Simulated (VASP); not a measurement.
## SiC: single point with PBE

SiC:

```xyz
200
Lattice="0.0000 10.8850 10.8850 10.8850 0.0000 10.8850 8.7080 8.7080 0.0000" Properties=species:S:1:pos:R:3 pbc="T T T"
Si    1.0809    1.1658    1.1359
Si    3.2138    3.2234    1.0555
Si    5.4390    5.4014    1.0748
Si    7.6336    7.6050    1.0751
Si    3.2705    1.0092    3.2628
Si    5.3533    3.1557    3.2722
Si    7.5822    5.4761    3.2738
Si    9.8761    7.5875    3.2805
Si    5.3866    0.9905    5.4171
Si    7.6914    3.2553    5.4534
Si    9.7687    5.4416    5.4049
Si   11.9819    7.6589    5.4490
Si    7.5967    1.0325    7.5844
Si    9.7836    3.1917    7.5488
Si   11.9630    5.4576    7.6248
Si   14.2346    7.6550    7.6851
Si    9.8132    1.0631    9.8673
Si   12.0718    3.3464    9.8537
Si   14.1598    5.4704    9.8209
Si   16.3492    7.6293    9.7957
Si    1.0771    3.2500    3.1997
Si    3.2581    5.4859    3.2240
Si    5.4328    7.5865    3.2490
Si    7.5847    9.7826    3.2655
Si    3.2368    3.2635    5.4582
Si    5.4664    5.4650    5.4561
Si    7.6989    7.6222    5.3574
Si    9.7982    9.7602    5.4801
Si    5.4662    3.2425    7.6050
Si    7.6133    5.4536    7.5953
Si    9.7775    7.5733    7.5840
Si   11.9320    9.8100    7.6535
Si    7.6418    3.2407    9.7835
Si    9.7708    5.3612    9.7255
Si   11.9981    7.6816    9.8443
Si   14.1259    9.7997    9.8304
Si    9.7607    3.2400   12.0045
Si   11.9834    5.4310   12.0210
Si   14.2087    7.6781   11.9939
Si   16.2951    9.7678   11.9653
Si    1.1196    5.4297    5.4473
Si    3.3001    7.7175    5.4772
Si    5.4057    9.7363    5.4222
Si    7.5469   11.9177    5.4362
Si    3.3374    5.5205    7.6353
Si    5.4417    7.5932    7.6333
Si    7.6875    9.8685    7.6692
Si    9.8000   11.9936    7.5935
Si    5.4268    5.4777    9.8444
Si    7.6009    7.5855    9.7153
Si    9.7232    9.7713    9.7157
Si   11.9361   11.9764    9.7539
Si    7.6833    5.4479   11.9632
Si    9.7090    7.5749   11.9026
Si   11.9839    9.8402   11.9302
Si   14.1304   11.9741   11.9567
Si    9.8063    5.4479   14.2054
Si   12.0463    7.6421   14.2419
Si   14.0685    9.7285   14.0849
Si   16.3689   12.0083   14.1437
Si    1.0378    7.6031    7.5975
Si    3.2661    9.7879    7.6576
Si    5.4099   11.9729    7.6404
Si    7.6227   14.1008    7.6430
Si    3.2134    7.5998    9.7858
Si    5.4131    9.7844    9.7927
Si    7.5741   11.9779    9.7703
Si    9.9064   14.1781    9.8544
Si    5.4364    7.5983   11.9791
Si    7.5425    9.8091   11.9846
Si    9.8245   12.0062   12.0026
Si   11.9681   14.1706   11.9595
Si    7.6979    7.6175   14.1673
Si    9.7945    9.8394   14.1012
Si   11.9987   11.9503   14.1784
Si   14.0843   14.1168   14.1691
Si    9.7855    7.6084   16.3370
Si   11.9232    9.7786   16.2995
Si   14.2043   11.9792   16.3581
Si   16.3422   14.1623   16.3544
Si    1.0898    9.7773    9.8179
Si    3.2892   12.0058    9.8171
Si    5.4092   14.0710    9.7345
Si    7.5802   16.3169    9.8242
Si    3.1643    9.6861   11.9210
Si    5.4421   11.9369   11.9537
Si    7.6407   14.1698   12.0676
Si    9.8136   16.3493   11.9710
Si    5.4719    9.8308   14.1336
Si    7.6374   11.9608   14.1846
Si    9.8717   14.1853   14.2304
Si   12.0084   16.3580   14.1968
Si    7.5973    9.7864   16.3525
Si    9.7782   11.9813   16.2877
Si   11.9425   14.1199   16.3000
Si   14.1944   16.3006   16.3171
Si    9.7194    9.8103   18.4296
Si   11.9859   12.0142   18.5465
Si   14.1080   14.1082   18.4386
Si   16.2729   16.3449   18.4801
C    -0.0160   -0.0355    0.0278
C     2.1544    2.1450   -0.0384
C     4.3766    4.2525   -0.0568
C     6.5122    6.5379   -0.0227
C     2.1837    0.0003    2.1717
C     4.3299    2.1544    2.1622
C     6.4852    4.2429    2.1197
C     8.6643    6.4822    2.1742
C     4.3003    0.0038    4.3047
C     6.4468    2.1322    4.2775
C     8.6865    4.3625    4.3733
C    10.9160    6.5064    4.3838
C     6.5415   -0.0128    6.4930
C     8.6863    2.1280    6.5426
C    10.8535    4.3256    6.5082
C    13.0580    6.5354    6.5652
C     8.7396    0.0263    8.7552
C    10.9374    2.2192    8.7881
C    13.1192    4.3784    8.7103
C    15.2702    6.5358    8.7323
C     0.0362    2.1997    2.2240
C     2.1721    4.2929    2.1783
C     4.3971    6.5285    2.1808
C     6.5138    8.6921    2.1469
C     2.2170    2.1628    4.3717
C     4.4098    4.3803    4.3906
C     6.5649    6.5248    4.3207
C     8.6814    8.6512    4.3128
C     4.3499    2.1847    6.5197
C     6.5530    4.3842    6.5438
C     8.7823    6.6286    6.5831
C    10.8725    8.7172    6.5367
C     6.5142    2.1628    8.7282
C     8.7323    4.3362    8.7202
C    10.8722    6.5097    8.7451
C    13.1082    8.7618    8.7351
C     8.7720    2.2464   10.9745
C    10.8573    4.3455   10.9055
C    12.9611    6.5022   10.8663
C    15.2007    8.6340   10.8382
C    -0.0371    4.3273    4.3009
C     2.1907    6.5284    4.3258
C     4.3684    8.7083    4.4055
C     6.5722   10.9860    4.4494
C     2.1562    4.2904    6.4705
C     4.3350    6.5063    6.4615
C     6.5784    8.7127    6.5444
C     8.6721   10.8381    6.5034
C     4.3500    4.3495    8.6945
C     6.5055    6.5648    8.7100
C     8.7266    8.6712    8.7019
C    10.9301   10.8688    8.6590
C     6.5648    4.3506   10.9108
C     8.7826    6.4961   10.9102
C    10.9577    8.7057   10.8940
C    13.1280   10.8951   10.8658
C     8.6661    4.3499   13.0416
C    10.8363    6.5369   13.0093
C    13.0698    8.7312   13.0546
C    15.3025   10.9496   13.1065
C    -0.0015    6.4752    6.4966
C     2.2154    8.7156    6.5722
C     4.3206   10.8985    6.4709
C     6.5349   13.0598    6.5443
C     2.1377    6.4677    8.6518
C     4.2893    8.6766    8.6329
C     6.5166   10.9096    8.7074
C     8.7070   13.1143    8.7222
C     4.3404    6.5439   10.8675
C     6.5430    8.7116   10.9221
C     8.7083   10.9435   10.9059
C    10.8732   13.0555   10.8049
C     6.4415    6.4519   13.0216
C     8.6311    8.5809   13.0152
C    10.8818   10.8719   13.0243
C    13.1563   13.1370   13.0987
C     8.7299    6.5235   15.3114
C    10.8747    8.6782   15.2476
C    13.0676   10.8993   15.2703
C    15.2649   13.1174   15.2685
C     0.0009    8.7262    8.6579
C     2.1649   10.8460    8.6865
C     4.3141   13.0850    8.7273
C     6.5582   15.2947    8.6924
C     2.2273    8.6845   10.9194
C     4.4841   10.9418   10.9556
C     6.5636   13.0165   10.8496
C     8.7295   15.2693   10.9086
C     4.4302    8.7193   13.1123
C     6.5209   10.8793   13.0464
C     8.6315   12.9785   13.0071
C    10.9124   15.2616   13.0875
C     6.5221    8.6876   15.3048
C     8.7813   10.9087   15.2717
C    10.8705   13.0911   15.2284
C    13.0431   15.2092   15.1825
C     8.6556    8.7123   17.4466
C    10.8297   10.8832   17.3980
C    13.1229   13.0457   17.4317
C    15.2563   15.2472   17.4159
```

```json
{
  "Program": "VASP 6.6.1",
  "Task": "single point",
  "Functional": "PBE",
  "Potentials or basis": "VASP PAW PBE potentials, release 64 (Si, C)",
  "Cutoff": "600 eV",
  "k mesh": "1 × 1 × 1",
  "Occupations": "gaussian, width 0.01 eV",
  "Spin": "no spin polarisation",
  "Dipole correction": "no",
  "Further INCAR settings": "LREAL = Auto; ALGO = Normal; EDIFF = 1e-06; NBANDS = 506"
}
```

- Pressure: 5.4 GPa
- Largest force: 6.744 eV/Å
- Band gap on the k mesh: 1.58 eV

Stress tensor (GPa, compression positive):
```
5.70 1.20 0.75
1.20 5.93 1.08
0.75 1.08 4.51
```

Levels at points of the mesh, in eV from the valence-band top:
| k point | band 397 | band 398 | band 399 | band 400 | band 401 | band 402 | band 403 | band 404 |
| --- | --- | --- | --- | --- | --- | --- | --- | --- |
| (0.00, 0.00, 0.00) | -0.29 | -0.05 | -0.02 | 0.00 | 1.58 | 1.62 | 1.75 | 1.76 |

Run time: 12 min on 4 MPI ranks on Intel(R) Xeon(R) Platinum 8488C (Sapphire Rapids), with other jobs on the host, peak memory 0.83 GiB a rank.

Caveat: the k points lie up to 0.62 Å⁻¹ apart; an odd mesh through Γ misses points on the zone boundary, where band edges can lie; forces of over 1 eV/Å act on the atoms, so gaps and moduli don't describe the material at rest.
